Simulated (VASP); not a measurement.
## PbO: relaxation of cell and atoms with PBE

Crystal: PbO.

```
Pb O
1.0
     4.05682    0.00000    0.00000
     0.00000    4.05682    0.00000
     0.00000    0.00000    5.59708
Pb O
2 2
Direct
  0.50000 0.00000 0.21262
  0.00000 0.50000 0.78738
  0.00000 0.00000 0.00000
  0.50000 0.50000 0.00000
```

```yaml
Program: VASP 6.6.1
Task: relaxation of cell and atoms
Functional: PBE
Potentials_or_basis: VASP PAW PBE potentials, release 64 (Pb_d, O)
Cutoff: 600 eV
k_mesh: 8 × 8 × 6
Occupations: gaussian, width 0.05 eV
Spin: no spin polarisation
Dipole_correction: no
Further_INCAR_settings: ALGO = Normal; EDIFF = 1e-06; IBRION = 2; EDIFFG = -0.01; NSW = 50; ISIF = 3
```

The relaxed volume is 22.80 Å³/atom. The relaxed cell is a = 4.059 Å, b = 4.059 Å, c = 5.537 Å, α = 90.00°, β = 90.00°, γ = 90.00° and the space group after relaxing (to 0.1 Å) is P4/nmm (No. 129). The energy gained by relaxing is 0.1 meV/atom. The ionic steps are 13, the pressure after relaxing is 0.0 GPa and the largest force after relaxing is 0.009 eV/Å. The band gap on the k mesh is 1.76 eV (least direct gap 1.93 eV).

Forces in eV/Å, atoms in the order of the input:
```
Pb   0.000  0.000  0.009
Pb   0.000  0.000 -0.009
O    0.000  0.000  0.000
O    0.000  0.000  0.000
```

The path:
```tsv
step	energy change (eV)	largest force (eV/Å)	pressure (GPa)	volume (Å³)
1	0.0000	0.0319	0.02	92.12
2	0.0000	0.0032	-0.07	92.16
3	0.0000	0.0063	-0.07	92.15
4	-0.0001	0.0013	-0.06	92.05
5	-0.0001	0.0066	-0.03	91.78
6	-0.0002	0.0118	0.05	91.63
7	-0.0002	0.0240	0.11	91.53
8	-0.0002	0.0245	0.10	91.51
9	-0.0003	0.0258	0.10	91.44
10	-0.0005	0.0283	0.07	91.30
11	-0.0005	0.0339	0.06	91.03
12	-0.0005	0.0328	0.08	91.15
13	-0.0005	0.0093	0.00	91.21
```

Final structure:
```cif
data_structure
_symmetry_space_group_name_H-M 'P 1'
_symmetry_Int_Tables_number 1
_cell_length_a 4.0585
_cell_length_b 4.0585
_cell_length_c 5.5373
_cell_angle_alpha 90.000
_cell_angle_beta 90.000
_cell_angle_gamma 90.000
_cell_volume 91.21
loop_
_atom_site_label
_atom_site_type_symbol
_atom_site_fract_x
_atom_site_fract_y
_atom_site_fract_z
_atom_site_occupancy
Pb1 Pb 0.50000 0.00000 0.21494 1
Pb2 Pb 0.00000 0.50000 0.78506 1
O1 O 0.00000 0.00000 0.00000 1
O2 O 0.50000 0.50000 0.00000 1
```

Levels at points of the mesh, in eV from the valence-band top:
| k point | band 17 | band 18 | band 19 | band 20 | band 21 | band 22 | band 23 | band 24 |
| --- | --- | --- | --- | --- | --- | --- | --- | --- |
| (0.00, 0.00, 0.00) | -1.46 | -1.44 | -1.44 | 0.00 | 1.93 | 4.57 | 5.94 | 5.94 |
| (0.50, 0.00, 0.00) | -2.71 | -2.71 | -1.31 | -1.31 | 3.16 | 3.16 | 5.76 | 5.76 |
| (0.50, 0.50, 0.00) | -1.57 | -1.57 | -0.84 | -0.84 | 1.76 | 1.76 | 5.24 | 5.24 |
| (0.00, 0.00, 0.50) | -1.48 | -1.46 | -1.46 | -0.74 | 1.82 | 4.28 | 4.49 | 4.49 |
| (0.50, 0.00, 0.50) | -2.69 | -2.69 | -0.88 | -0.88 | 2.90 | 2.90 | 6.43 | 6.44 |
| (0.50, 0.50, 0.50) | -1.86 | -1.86 | -0.84 | -0.84 | 3.71 | 3.71 | 4.04 | 4.04 |

Wall time 5.5 min on 1 thread of Intel(R) Xeon(R) 6975P-C (Granite Rapids), on a shared host, peak memory 0.32 GiB.

Caveat: spin-orbit coupling is left out, which moves the levels of the heavy elements. A k mesh can miss the band edges.
